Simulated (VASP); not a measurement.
A run of VASP 6.6.1 is set up as follows.

Contents of INCAR:

```
PREC     = Accurate       # precision mode
ENCUT    = 520            # plane-wave cutoff, eV
EDIFF    = 1E-6           # SCF threshold, eV
ISMEAR   = 0              # smearing method
SIGMA    = 0.1            # smearing width, eV
LREAL    = False          # projectors in reciprocal space
LASPH    = True           # aspherical terms in the spheres
NELM     = 60             # most SCF steps
ALGO     = Normal         # electronic algorithm
ISIF     = 2              # what is computed and relaxed
LWAVE    = False          # write WAVECAR
LCHARG   = False          # write CHGCAR
GGA      = PE             # functional
NBANDS   = 41             # bands
```

File KPOINTS:

```
Automatic mesh
0
Gamma
  4 4 4
```

Contents of POSCAR:

```
Nb3BN4
1.0
    4.4855656642      0.0000000000      0.0000000000
    0.0000000000      4.4855656642      0.0000000000
    0.0000000000      0.0000000000      4.4855656642
Nb B N
3 1 4
Direct
    0.0000000000      0.5000000000      0.5000000000
    0.5000000000      0.5000000000      0.0000000000
    0.5000000000      0.0000000000      0.5000000000
    0.0000000000      0.0000000000      0.0000000000
    0.2020002386      0.7979997614      0.7979997614
    0.7979997614      0.7979997614      0.2020002386
    0.7979997614      0.2020002386      0.7979997614
    0.2020002386      0.2020002386      0.2020002386
```

Potentials or basis: VASP PAW PBE potentials, release 64 (Nb_sv, B, N).

Command:

```bash
$ cat potpaw_PBE.64/Nb_sv/POTCAR potpaw_PBE.64/B/POTCAR potpaw_PBE.64/N/POTCAR > POTCAR
$ mpirun -np 1 vasp_std > vasp.out
```

Task: Predict the pressure.

Result: -0.1 GPa.

Task: Estimate the band gap on the k mesh.

Result: Zero (bands 31 and 32 overlap by 0.98 eV).
